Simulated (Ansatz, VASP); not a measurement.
# InSb in VASP and in Ansatz

Contents of INCAR:

```
  ALGO = Normal
  EDIFF = 1E-6
  ENCUT = 520
  GGA = PS
  ISIF = 2
  ISMEAR = 1
  LASPH = True
  LCHARG = False
  LDAU = True
  LDAUJ = 0.86 0
  LDAUL = 2 -1
  LDAUPRINT = 1
  LDAUTYPE = 1
  LDAUU = 4.6 0
  LREAL = False
  LWAVE = False
  NBANDS = 16
  NELM = 150
  PREC = Accurate
  SIGMA = 0.24
```

Contents of KPOINTS:

```
k-points
0
Gamma
  2 2 2
```

POSCAR

```
InSb
1.0
    0.0000000000      3.0916441803      3.0916441803
    3.0916441803      0.0000000000      3.0916441803
    3.0916441803      3.0916441803      0.0000000000
In Sb
1 1
Direct
    0.0000000000      0.0000000000      0.0000000000
    0.2500000000      0.2500000000      0.2500000000
```

Input for Ansatz:

```yaml
crystal:
  lattice:
    - [0.0, 3.0916441803, 3.0916441803]
    - [3.0916441803, 0.0, 3.0916441803]
    - [3.0916441803, 3.0916441803, 0.0]
  atoms:
    - { symbol: In, position: [0.0, 0.0, 0.0] }
    - { symbol: Sb, position: [0.25, 0.25, 0.25] }
basis:
  ecutwfc: 420
kpoints:
  mp_grid: { grid: [2, 2, 2] }
  band_path: { path: [VBM, CBM], npoints: 5 }
hamiltonian:
  xc: pbesol
  hubbard: { sites: [{ species: In, l: d, u: 4.6, j: 0.86 }] }
scf:
  occupations: { method: methfessel_paxton, width: 0.24 }
  mixing: { ndim: 4 }
  max_iter: 30
  convergence: { dr2_threshold: "1e-7 eV" }
output:
  forces: true
  stress: true
  eigenvalues: true
```

Alike in both runs: task single point; functional PBEsol; k mesh 2 × 2 × 2; occupations methfessel-paxton of order 1, width 0.24 eV; no spin polarisation; Hubbard terms In d U = 4.6 eV, J = 0.86 eV.

```csv
,VASP,Ansatz
version,VASP 6.6.1,Ansatz 0.2.0
potentials or method,"VASP PAW PBE potentials, release 64 (In_d, Sb), cutoff 520 eV","scalar-relativistic, plane waves, PAW"
valence electrons in the cell,18,28
```

VASP gave:

| Property | Result |
| --- | --- |
| gap on the k mesh at the Fermi level (eV) | 0.65 |
| least direct gap on the mesh (eV) | 0.65 |
| pressure (GPa) | 13.9 |

Which values does Ansatz return?

gap on the k mesh at the Fermi level (eV): 0.53; least direct gap on the mesh (eV): 0.53; pressure (GPa): 15.4.

VASP's potentials were made for PBE, not for PBEsol. The programs project onto different local orbitals, so the same U acts differently, and such runs can settle in different states. VASP's potentials hold 18 valence electrons a cell and Ansatz's 28, so a difference there can come from the potentials and not from the codes. Ansatz's warnings: stress scf threshold loose.

The k mesh is coarse, so the values compare programs but aren't converged. Spin-orbit coupling is off throughout.
